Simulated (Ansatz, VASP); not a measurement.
**Two plane-wave programs on BaS**

Contents of INCAR:

```
PREC     = Accurate       # precision mode
ENCUT    = 520            # plane-wave cutoff, eV
EDIFF    = 1E-6           # SCF threshold, eV
ISMEAR   = 0              # smearing method
SIGMA    = 0.01           # smearing width, eV
LREAL    = False          # projectors in reciprocal space
LASPH    = True           # aspherical terms in the spheres
NELM     = 150            # most SCF steps
ALGO     = Normal         # electronic algorithm
ISIF     = 2              # what is computed and relaxed
LWAVE    = False          # write WAVECAR
LCHARG   = True           # write CHGCAR
MAGMOM   = 0 0 0 0 0 0    # initial moments
LORBIT   = 11             # projections on sites
LSORBIT  = True           # spin-orbit coupling
GGA_COMPAT= False        
LORBMOM  = True         
GGA      = PE             # functional
LVHAR    = True         
NBANDS   = 28             # bands
```

KPOINTS

```
Automatic mesh
0
Gamma
  8 8 8
```

The input POSCAR:

```
BaS
1.0
    0.0000000000      3.2117958671      3.2117958671
    3.2117958671      0.0000000000      3.2117958671
    3.2117958671      3.2117958671      0.0000000000
Ba S
1 1
Direct
    0.0000000000      0.0000000000      0.0000000000
    0.5000000000      0.5000000000      0.5000000000
```

Input for Ansatz:

```yaml
crystal:
  lattice:
    - [0.0, 3.2117958671, 3.2117958671]
    - [3.2117958671, 0.0, 3.2117958671]
    - [3.2117958671, 3.2117958671, 0.0]
  atoms:
    - { symbol: Ba, position: [0.0, 0.0, 0.0] }
    - { symbol: S, position: [0.5, 0.5, 0.5] }
kpoints:
  mp_grid: { grid: [8, 8, 8] }
  band_path:
    path:
      - [0.0, 0.0, 0.0]
      - [0.5, 0.0, 0.5]
      - [0.625, 0.25, 0.625]
      - [0.375, 0.375, 0.75]
      - [0.5, 0.5, 0.5]
      - [0.5, 0.25, 0.75]
      - [0.0, 0.5, 0.5]
    npoints: 1
hamiltonian:
  xc: pbe
scf:
  occupations: { method: fixed }
  n_extra_bands: 8
magnetization:
  noncollinear: true
  spin_orbit: true
output:
  forces: true
  stress: true
  eigenvalues: true
```

Alike in both runs: task single point; functional PBE; k mesh 8 × 8 × 8; non-collinear spin, spin-orbit coupling.

```csv
,VASP,Ansatz
version,VASP 6.6.1,Ansatz 0.2.0
potentials or method,"VASP PAW PBE potentials, release 64 (Ba_sv, S)","plane waves, PAW"
plane-wave cutoff (eV),520,420
occupations,"gaussian, width 0.01 eV",fixed
valence electrons in the cell,16,16
```

Ansatz gave:

* pressure (GPa): 0.1
* net moment per atom (μB): 0.00

**Question.** What did VASP give for the same quantities?

**Answer.** Pressure (GPa): 0.6; net moment per atom (μB): 0.00.
